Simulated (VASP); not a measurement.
A run of VASP 6.6.1 is set up as follows.

INCAR

```
SYSTEM = Si2W
  PREC = Accurate
  ENCUT = 520
  EDIFF = 1E-6
  ISMEAR = -1
  SIGMA = 0.05
  LREAL = .FALSE.
  LASPH = .TRUE.
  NELM = 100
  ALGO = Normal
  ISIF = 2
  LWAVE = .FALSE.
  LCHARG = .FALSE.
  NBANDS = 18
```

Contents of KPOINTS:

```
regular mesh
0
G
  12 12 12
  0 0 0
```

Contents of POSCAR:

```
Si2W
1.0
   -1.6280458460      1.6280458460      3.9664684080
    1.6280458460     -1.6280458460      3.9664684080
    1.6280458460      1.6280458460     -3.9664684080
W Si
1 2
Direct
    0.0000000000      0.0000000000      0.0000000000
    0.6653000000      0.6653000000      0.0000000000
    0.3347000000      0.3347000000      0.0000000000
```

Potentials or basis: VASP PAW LDA potentials, release 64 (W_sv, Si).

Run with:

```sh
$ cat potpaw_LDA.64/W_sv/POTCAR potpaw_LDA.64/Si/POTCAR > POTCAR
$ mpirun -np 1 vasp_std > vasp.out
```

Q: What does it give for the band gap on the k mesh?

A: Zero (bands 11 and 12 overlap by 1.23 eV).

Q: Estimate the largest force.

A: 0.137 eV/Å.

Q: Predict the pressure.

A: -12.9 GPa.

Forces in eV/Å, atoms in the order of the input:
```
W    0.000  0.000  0.000
Si   0.000  0.000 -0.137
Si   0.000  0.000  0.137
```

Caveat: the cell stands under tension; spin-orbit coupling is left out, which moves the levels of the heavy elements.
